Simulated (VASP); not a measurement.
Crystal: Ti.

```
CELL_PARAMETERS angstrom
4.60000 0.00000 0.00000
-2.30000 3.98372 0.00000
0.00000 0.00000 2.82000
ATOMIC_POSITIONS crystal
Ti 0.00000 0.00000 0.00000
Ti 0.33333 0.66667 0.50000
Ti 0.66667 0.33333 0.50000
```

This isn't the form of Ti at room conditions, which is hcp.

| Property | Result |
| --- | --- |
| Program | VASP 6.6.1 |
| Task | relaxation of cell and atoms |
| Functional | BLYP |
| Dispersion | D3(BJ) |
| Potentials or basis | VASP PAW PBE potentials, release 64 (Ti_sv) |
| Cutoff | 600 eV |
| k mesh | 8 × 8 × 11 |
| Occupations | fermi-dirac, width 0.05 eV |
| Spin | no spin polarisation |

At the start: pressure -12.0 GPa; volume 17.23 Å³/atom.

Where does the relaxation end?

Over 8 steps the energy falls by 77.5 meV/atom and the volume is 15.35 Å³/atom (-10.9 %); space group P6/mmm (No. 191, to 0.1 Å) before and after.

The path:
```csv
step,energy change (eV),largest force (eV/Å),pressure (GPa),volume (Å³)
1,0.0000,0.0000,-11.97,51.68
2,-0.1172,0.0000,11.43,42.63
3,-0.2312,0.0000,-0.05,46.08
4,-0.2312,0.0000,0.24,45.97
5,-0.2326,0.0000,0.20,45.97
6,-0.2326,0.0000,0.20,45.97
7,-0.2326,0.0000,-0.14,46.10
8,-0.2326,0.0000,-0.03,46.06
```

Final structure:
```cif
data_structure
_symmetry_space_group_name_H-M 'P 1'
_symmetry_Int_Tables_number 1
_cell_length_a 4.4054
_cell_length_b 4.4054
_cell_length_c 2.7402
_cell_angle_alpha 90.000
_cell_angle_beta 90.000
_cell_angle_gamma 120.000
_cell_volume 46.06
loop_
_atom_site_label
_atom_site_type_symbol
_atom_site_fract_x
_atom_site_fract_y
_atom_site_fract_z
_atom_site_occupancy
Ti1 Ti 0.00000 0.00000 0.00000 1
Ti2 Ti 0.33333 0.66667 0.50000 1
Ti3 Ti 0.66667 0.33333 0.50000 1
```

Caveat: the dispersion term is far too large for a dense solid, which distorts pressure and volume; the PAW data sets were made with another functional, which shifts forces and pressure a little.
